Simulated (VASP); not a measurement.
The system is MgO (rocksalt type).

```
Mg O
1.0
     0.00000    2.15443    2.15443
     2.15443    0.00000    2.15443
     2.15443    2.15443    0.00000
Mg O
1 1
Direct
  0.00000 0.00000 0.00000
  0.50000 0.50000 0.50000
```

```yaml
Program: VASP 6.6.1
Task: relaxation of cell and atoms
Functional: PBE
Potentials_or_basis: VASP PAW PBE potentials, release 64 (Mg, O)
Cutoff: 600 eV
k_mesh: 16 × 16 × 16
Occupations: fermi-dirac, width 0.1 eV
Spin: no spin polarisation
```

At the start: pressure -6.3 GPa; volume 10.00 Å³/atom.

**Question.** How do energy, volume and symmetry change on relaxing?

**Answer.** Over 3 steps the energy falls by 9.0 meV/atom and the volume is 9.56 Å³/atom (-4.4 %); space group Fm-3m (No. 225, to 0.1 Å) before and after.

The path:
```tsv
step	energy change (eV)	largest force (eV/Å)	pressure (GPa)	volume (Å³)
1	0.0000	0.0000	-6.27	20.00
2	-0.0168	0.0000	1.84	18.89
3	-0.0180	0.0000	0.01	19.11
```

Final structure:
```
CELL_PARAMETERS angstrom
0.00000 2.12208 2.12208
2.12208 0.00000 2.12208
2.12208 2.12208 0.00000
ATOMIC_POSITIONS crystal
Mg 0.00000 0.00000 0.00000
O 0.50000 0.50000 0.50000
```
